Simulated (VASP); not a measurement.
Ti:

```xyz
3
Lattice="3.9572 0.0000 0.0000 0.0000 3.9572 0.0000 0.0000 0.0000 3.9572" Properties=species:S:1:pos:R:3 pbc="T T T"
Ti    1.9786    0.0000    0.0000
Ti    0.0000    1.9786    0.0000
Ti    0.0000    0.0000    1.9786
```

```yaml
Program: VASP 6.6.1
Task: relaxation of cell and atoms
Functional: PBE
Potentials_or_basis: VASP PAW PBE potentials, release 64 (Ti_sv)
Cutoff: 600 eV
k_mesh: 4 × 4 × 4
Occupations: gaussian, width 0.1 eV
Spin: no spin polarisation
```

At the start: pressure -3.1 GPa; volume 20.66 Å³/atom.

How do energy, volume and symmetry change on relaxing?

Over 3 steps the energy falls by 8.1 meV/atom and the volume is 19.82 Å³/atom (-4.1 %); space group Pm-3m (No. 221, to 0.05 Å).

Step by step:
```
step  energy change (eV)  largest force (eV/Å)  pressure (GPa)  volume (Å³)
   1              0.0000                0.0000           -3.08        61.97
   2             -0.0204                0.0000            1.19        58.48
   3             -0.0242                0.0000            0.21        59.46
```

Final structure:
```yaml
crystal:
  lattice:
    - [3.90299, 0.00000, 0.00000]
    - [0.00000, 3.90299, 0.00000]
    - [0.00000, 0.00000, 3.90299]
  atoms:
    - { symbol: Ti, position: [0.50000, 0.00000, 0.00000] }
    - { symbol: Ti, position: [0.00000, 0.50000, 0.00000] }
    - { symbol: Ti, position: [0.00000, 0.00000, 0.50000] }
```

Caveat: the k points lie up to 0.40 Å⁻¹ apart in the final cell.
